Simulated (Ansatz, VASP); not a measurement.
**InGa3P4 in VASP and in Ansatz**

```
In Ga P
1.0
     3.64544   -5.21793    0.00000
     3.64544    5.21793    0.00000
     0.00000    0.00000    3.82893
In Ga P
1 3 4
Cartesian
  0.0000 0.0000 1.9145
  1.8227 2.6090 0.0000
  3.6454 0.0000 1.9145
  1.8227 -2.6090 0.0000
  5.3653 0.0000 0.0000
  3.6454 -2.5118 1.9145
  3.6454 2.5118 1.9145
  1.9255 0.0000 0.0000
```

Alike in both runs: functional PBE; k mesh 4 × 4 × 4; occupations gaussian, width 0.1 eV; no spin polarisation.

Ansatz relaxed the structure, and its values are those at the end. VASP's run is a single point on that final structure, the one shown.

|  | VASP | Ansatz |
| --- | --- | --- |
| version | VASP 6.6.1 | Ansatz 0.2.0 |
| potentials or method | VASP PAW PBE potentials, release 64 (In_d, Ga_d, P), cutoff 520 eV | scalar-relativistic, plane waves, PAW |
| valence electrons in the cell | 72 | 72 |

```csv
,VASP,Ansatz,Ansatz less VASP
gap on the k mesh at the Fermi level (eV),none,none,-
pressure (GPa),0.0,0.0,-0.01
rms of the force components (eV/Å),0.010,0.011,+0.0005
```

A gap of «none» marks a metal or a gap that the smearing closes. The functional is the same, so the differences come from potentials, cutoffs and numerics.

The k mesh is coarse, so the values compare programs but aren't converged.
